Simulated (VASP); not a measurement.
# CdSe (F-43m) in VASP: a series of runs, part 2 of 2

VASP 6.6.1.

## 4. Relaxation of the atoms, PBE

This run uses another cell than the first one, of 23.15 Å³/atom, 0.800 times its volume.

The input, INCAR:

```
PREC = Accurate
ENCUT = 520
EDIFF = 1E-7
ISMEAR = -1
SIGMA = 0.03
LREAL = False
LASPH = True
NELM = 60
ALGO = Normal
ISIF = 2
LWAVE = False
LCHARG = False
GGA = PE
IBRION = 2
NSW = 50
EDIFFG = -0.01
```

The input, KPOINTS:

```
regular mesh
0
Gamma
  8 8 8
```

The input, POSCAR:

```
CdSe
1.0
    0.0000000000      2.8501873023      2.8501873023
    2.8501873023      0.0000000000      2.8501873023
    2.8501873023      2.8501873023      0.0000000000
Cd Se
1 1
Direct
    0.0000000000      0.0000000000      0.0000000000
    0.2500000000      0.2500000000      0.2500000000
```

Potentials or basis: VASP PAW PBE potentials, release 64 (Cd, Se).

On the command line:

```
$ cat potpaw_PBE.64/Cd/POTCAR potpaw_PBE.64/Se/POTCAR > POTCAR
$ mpirun -np 1 vasp_std > vasp.out
```

OUTCAR:

```text
PREC = Accurate
   ENCUT = 520
   EDIFF = 1E-7
   ISMEAR = -1
   LREAL = False
   LASPH = True
   NELM = 60
   ISIF = 2
   GGA = PE
   IBRION = 2
   NSW = 50
   EDIFFG = -0.01

 ion  position               nearest neighbor table
   1  0.000  0.000  0.000-   2 2.47   2 2.47   2 2.47   2 2.47
   2  0.250  0.250  0.250-   1 2.47   1 2.47   1 2.47   1 2.47

  LATTYP: Found a face centered cubic cell.
 ALAT       =     5.7003746046

  Lattice vectors:

 A1 = (   0.0000000000,   2.8501873023,   2.8501873023)
 A2 = (   2.8501873023,   0.0000000000,   2.8501873023)
 A3 = (   2.8501873023,   2.8501873023,   0.0000000000)

Analysis of symmetry for initial positions (statically):
=====================================================================
 Subroutine PRICEL returns:
 Original cell was already a primitive cell.

 Routine SETGRP: Setting up the symmetry group for a
 face centered cubic supercell.

 Subroutine GETGRP returns: Found 24 space group operations
 (whereof 24 operations were pure point group operations)
 out of a pool of 48 trial point group operations.

The static configuration has the point symmetry T_d .

Analysis of symmetry for dynamics (positions and initial velocities):
=====================================================================
 Subroutine PRICEL returns:
 Original cell was already a primitive cell.

 Routine SETGRP: Setting up the symmetry group for a
 face centered cubic supercell.

 Subroutine GETGRP returns: Found 24 space group operations
 (whereof 24 operations were pure point group operations)
 out of a pool of 48 trial point group operations.

The dynamic configuration has the point symmetry T_d .

 Subroutine INISYM returns: Found 24 space group operations
 (whereof 24 operations are pure point group operations),
 and found     1 'primitive' translations

----------------------------------------------------------------------------------------

                                     Primitive cell

  volume of cell :      46.3074

  direct lattice vectors                    reciprocal lattice vectors
     0.000000000  2.850187302  2.850187302    -0.175427067  0.175427067  0.175427067
     2.850187302  0.000000000  2.850187302     0.175427067 -0.175427067  0.175427067
     2.850187302  2.850187302  0.000000000     0.175427067  0.175427067 -0.175427067

  length of vectors
     4.030773538  4.030773538  4.030773538     0.303848594  0.303848594  0.303848594

  position of ions in fractional coordinates (direct lattice)
     0.000000000  0.000000000  0.000000000
     0.250000000  0.250000000  0.250000000

  ion indices of the primitive-cell ions
   primitive index   ion index
                 1           1
                 2           2

----------------------------------------------------------------------------------------

 KPOINTS: regular mesh

Automatic generation of k-mesh.
 Grid dimensions read from file:
 generate k-points for:    8    8    8

 Generating k-lattice:

  Cartesian coordinates                     Fractional coordinates (reciprocal lattice)
    -0.021928383  0.021928383  0.021928383     0.125000000  0.000000000  0.000000000
     0.021928383 -0.021928383  0.021928383     0.000000000  0.125000000  0.000000000
     0.021928383  0.021928383 -0.021928383     0.000000000  0.000000000  0.125000000

[... 40 lines left out ...]
   total plane-waves  NPLWV =  27000
   dimension x,y,z NGX =    30 NGY =   30 NGZ =   30
   dimension x,y,z NGXF=    60 NGYF=   60 NGZF=   60
   ions per type =               1   1
   NGX,Y,Z   is equivalent  to a cutoff of  12.37, 12.37, 12.37 a.u.
   NGXF,Y,Z  is equivalent  to a cutoff of  24.75, 24.75, 24.75 a.u.
 SYSTEM =  unknown system
   PREC   = accura    normal or accurate (medium, high low for compatibility)
   ISTART =      0    job   : 0-new  1-cont  2-samecut
   ICHARG =      2    charge: 1-file 2-atom 10-const
   ISPIN  =      1    spin polarized calculation?
   LNONCOLLINEAR =      F non collinear calculations
   LSORBIT =      F    spin-orbit coupling
   LASPH  =      T    aspherical Exc in radial PAW
   ENCUT  =  520.0 eV  38.22 Ry    6.18 a.u.   7.49  7.49  7.49*2*pi/ulx,y,z
   NELM   =     60;   NELMIN=  2; NELMDL= -5     # of ELM steps
   EDIFF  = 0.1E-06   stopping-criterion for ELM
   LREAL  =      F    real-space projection
   EDIFFG = -.1E-01   stopping-criterion for IOM
   NSW    =     50    number of steps for IOM
   IBRION =      2    ionic relax: 0-MD 1-quasi-New 2-CG
   NFREE  =      1    steps in history (QN), initial steepest desc. (CG)
   ISIF   =      2    stress and relaxation
   ISYM   =      2    0-nonsym 1-usesym 2-fastsym
   POTIM  = 0.5000    time-step for ionic-motion
   TEBEG  =    0.0;   TEEND  =   0.0 temperature during run
   PSTRESS=    0.0 pullay stress
   NELECT =      18.0000    total number of electrons
   NUPDOWN=      -1.0000    fix difference up-down
   EMIN   =  10.00;   EMAX   =-10.00  energy-range for DOS
   EFERMI =   0.00;   METHOD = LEGACY
   ISMEAR =    -1;   SIGMA  =   0.03  broadening in eV -4-tet -1-fermi 0-gaus
   EFERMI_NEDOS =   21; number of points for ismear=-14 and -15
   IALGO  =     38    algorithm
   IMIX   =      4    mixing-type and parameters
     AMIX     =   0.40;   BMIX     =  1.00
     AMIX_MAG =   1.60;   BMIX_MAG =  1.00
  volume/ion in A,a.u.               =      23.15       156.25
  Fermi-wavevector in a.u.,A,eV,Ry     =   1.194764  2.257777 19.421799  1.427462
  Thomas-Fermi vector in A             =   2.330746
   LORBIT       =      0    0 simple, 1 ext, 2 COOP (PROOUT), +10 PAW based schemes
   GGA     = PE    functional components
   LHFCALC =     F    Hartree Fock is set to
   AEXX    =    0.0000 exact exchange contribution
   IVDW    =     0    specifies the selected vdW correction
   LEPSILON=     F    determine dielectric tensor
   LRPA    =     F    only Hartree local field effects (RPA)
 conjugate gradient relaxation of ions
 non-spin polarized calculation
  energy-cutoff  :      520.00
  volume of cell :       46.31
 maximum number of plane-waves:      1283
 NGX is ok and might be reduce to    30
   NGX = 15   NGY = 15   NGZ = 15

 number of electron      18.0000002 magnetization

 Free energy of the ion-electron system (eV)
  ---------------------------------------------------
  ext. energy  EPLUGINS =         0.00000000
  ---------------------------------------------------
  free energy    TOTEN  =        -4.81084919 eV

  energy without entropy =       -4.81084919  energy(sigma->0) =       -4.81084919

 E-fermi :   3.2364     XC(G=0):  -9.8053

 val. band max:        2.7229536120   @ k =   0.0000   0.0000   0.0000
 cond. band min:       3.7217436415   @ k =   0.0000   0.0000   0.0000
 fundamental gap:      0.9987900295
 Fermi energy:         3.2364059544

 k-point     1 :       0.0000    0.0000    0.0000
  band No.  band energies     occupation
      1     -11.1934      2.00000
      2      -6.1167      2.00000
      3      -6.1167      2.00000
      4      -6.1167      2.00000
      5      -5.4876      2.00000
      6      -5.4876      2.00000
      7       2.7230      2.00000
      8       2.7230      2.00000
      9       2.7230      2.00000
     10       3.7217      0.00000
     11       8.5717      0.00000
     12       8.5717      0.00000
     13       8.5717      0.00000
[... 354 lines left out ...]
  band No.  band energies     occupation
      1     -10.5331      2.00000
      2      -5.9139      2.00000
      3      -5.8629      2.00000
      4      -5.5325      2.00000
      5      -5.4631      2.00000
      6      -4.8698      2.00000
      7      -2.6142      2.00000
      8       0.0275      2.00000
      9       0.9715      2.00000
     10       7.0493      0.00000
     11       7.9852      0.00000
     12       9.9647      0.00000
     13      11.2165      0.00000

 [... further k-points ...]

------------------------ aborting loop because EDIFF is reached ----------------------------------------

  FORCE on cell =-STRESS in cart. coord.  units (eV):
  Direction    XX          YY          ZZ          XY          YZ          ZX
  --------------------------------------------------------------------------------------
  -------------------------------------------------------------------------------------
  Total        6.0204046      6.0204046      6.0204046      0.0000000      0.0000000      0.0000000
  in kB      208.2984619    208.2984619    208.2984619      0.0000000      0.0000000      0.0000000
  external PRESSURE =     208.2984619 kB  Pullay stress =       0.0000000 kB

 VOLUME and BASIS-vectors are now :
 -----------------------------------------------------------------------------
  energy-cutoff  :      520.00
  volume of cell :       46.31
      direct lattice vectors                 reciprocal lattice vectors
     0.000000000  2.850187302  2.850187302    -0.175427067  0.175427067  0.175427067
     2.850187302  0.000000000  2.850187302     0.175427067 -0.175427067  0.175427067
     2.850187302  2.850187302  0.000000000     0.175427067  0.175427067 -0.175427067

 POSITION                                       TOTAL-FORCE (eV/Angst)
 -----------------------------------------------------------------------------------
      0.00000      0.00000      0.00000        -0.000000     -0.000000     -0.000000
      1.42509      1.42509      1.42509         0.000000      0.000000      0.000000
 -----------------------------------------------------------------------------------
    total drift:                               -0.000001     -0.000001     -0.000001

  FREE ENERGIE OF THE ION-ELECTRON SYSTEM (eV)
  ---------------------------------------------------
  free  energy   TOTEN  =        -4.8108491894 eV

  energy  without entropy=       -4.8108491890  energy(sigma->0) =       -4.81084919

 reached required accuracy - stopping structural energy minimisation
```

OSZICAR:

```text
N       E                     dE             d eps       ncg     rms          rms(c)
DAV:   1     0.115636089463E+03    0.11564E+03   -0.92967E+03   762   0.128E+03
DAV:   2    -0.745213031162E+00   -0.11638E+03   -0.11055E+03   824   0.301E+02
DAV:   3    -0.516752103757E+01   -0.44223E+01   -0.44111E+01   919   0.622E+01
DAV:   4    -0.518715392507E+01   -0.19633E-01   -0.19631E-01   804   0.414E+00
DAV:   5    -0.518725952221E+01   -0.10560E-03   -0.10560E-03   889   0.276E-01    0.979E+00
DAV:   6    -0.483925052013E+01    0.34801E+00   -0.62878E-01  1069   0.126E+01    0.714E+00
DAV:   7    -0.481088281484E+01    0.28368E-01   -0.22806E-01   804   0.392E+00    0.251E+00
DAV:   8    -0.481082078796E+01    0.62027E-04   -0.25468E-02   794   0.257E+00    0.319E-01
DAV:   9    -0.481076473717E+01    0.56051E-04   -0.28789E-03   829   0.892E-01    0.104E-01
DAV:  10    -0.481082095428E+01   -0.56217E-04   -0.27199E-04   809   0.271E-01    0.493E-02
DAV:  11    -0.481084807966E+01   -0.27125E-04   -0.53842E-05   794   0.603E-02    0.139E-02
DAV:  12    -0.481084904442E+01   -0.96476E-06   -0.34227E-06   909   0.265E-02    0.730E-03
DAV:  13    -0.481084917055E+01   -0.12613E-06   -0.93249E-07   774   0.137E-02    0.126E-03
DAV:  14    -0.481084918940E+01   -0.18848E-07   -0.96130E-08   605   0.331E-03
   1 F= -.48108492E+01 E0= -.48108492E+01  d E =-.481085E+01
```

Run time: 12 s. Hardware: 1 thread of AMD EPYC 9R45 (Zen 5), shared host; peak memory 0.14 GiB.

What came out:

```
Free energy             : -4.8108 eV
Pressure after relaxing : 20.8 GPa
Band gap on the k mesh  : 1.00 eV, direct
```

Final structure:
```
Cd Se
1.0
     0.00000    2.85019    2.85019
     2.85019    0.00000    2.85019
     2.85019    2.85019    0.00000
Cd Se
1 1
Direct
  0.00000 0.00000 0.00000
  0.25000 0.25000 0.25000
```

Caveat: the relaxation stopped at its first step, so nothing moved.

## 5. Relaxation of the atoms, PBE

This run uses another cell than the first one, of 24.60 Å³/atom, 0.850 times its volume.

The input, INCAR:

```
  ALGO = Normal
  EDIFF = 1E-6
  EDIFFG = -0.01
  ENCUT = 520
  GGA = PE
  IBRION = 2
  ISIF = 2
  ISMEAR = -1
  LASPH = T
  LCHARG = F
  LREAL = F
  LWAVE = F
  NELM = 80
  NSW = 50
  PREC = Accurate
  SIGMA = 0.03
```

The input, KPOINTS:

```
k-points
0
Gamma
  8 8 8
```

The input, POSCAR:

```
CdSe
1.0
    0.0000000000      2.9083703860      2.9083703860
    2.9083703860      0.0000000000      2.9083703860
    2.9083703860      2.9083703860      0.0000000000
Cd Se
1 1
Direct
    0.0000000000      0.0000000000      0.0000000000
    0.2500000000      0.2500000000      0.2500000000
```

On the command line:

```
$ cat potpaw_PBE.64/Cd/POTCAR potpaw_PBE.64/Se/POTCAR > POTCAR
$ mpirun -np 1 vasp_std > vasp.out
```

It took 12 s on 1 thread of AMD EPYC 9R45 (Zen 5), shared host; peak memory 0.15 GiB.

Results (log left out):

```yaml
Free_energy: -5.1204 eV
Pressure_after_relaxing: 13.8 GPa
Band_gap_on_the_k_mesh: 0.88 eV, direct
```

Final structure:
```cif
data_structure
_symmetry_space_group_name_H-M 'P 1'
_symmetry_Int_Tables_number 1
_cell_length_a 4.1131
_cell_length_b 4.1131
_cell_length_c 4.1131
_cell_angle_alpha 60.000
_cell_angle_beta 60.000
_cell_angle_gamma 60.000
_cell_volume 49.20
loop_
_atom_site_label
_atom_site_type_symbol
_atom_site_fract_x
_atom_site_fract_y
_atom_site_fract_z
_atom_site_occupancy
Cd1 Cd 0.00000 0.00000 0.00000 1
Se1 Se 0.25000 0.25000 0.25000 1
```

Levels at points of the mesh, in eV from the valence-band top:
```csv
k point,band 6,band 7,band 8,band 9,band 10,band 11,band 12,band 13
"(0.00, 0.00, 0.00)",-7.96,0.00,0.00,0.00,0.88,5.90,5.90,5.90
"(0.50, 0.00, 0.00)",-7.55,-5.26,-0.96,-0.96,2.54,6.43,6.43,7.74
"(0.50, 0.50, 0.00)",-7.47,-4.74,-2.36,-2.36,2.85,3.82,9.82,11.03
```

Caveat: the relaxation stopped at its first step, so nothing moved. As with any semilocal functional, this PBE gap is likely too small.

## 6. Overview

```tsv
task	cell	gap on the mesh (eV)	pressure (GPa)
single point	a = 4.342 Å, angles 60.0°, 2 atoms	0.55	1.6
relaxation of the atoms	atoms relaxed from a = 3.662 Å, angles 60.0°, 2 atoms	1.40	86.9
relaxation of the atoms	atoms relaxed from a = 4.031 Å, angles 60.0°, 2 atoms	1.00	20.8
relaxation of the atoms	atoms relaxed from a = 4.113 Å, angles 60.0°, 2 atoms	0.88	13.8
```

Alike in all rows: level PBE; potentials or basis VASP PAW PBE potentials, release 64 (Cd, Se); no spin polarisation; k mesh 8 × 8 × 8; cutoff (eV) 520; smearing fermi-dirac 0.03 eV.

Caveats: the relaxation stopped at its first step, so nothing moved (some runs).

Absolute energies hang on the potentials; compare differences alone.
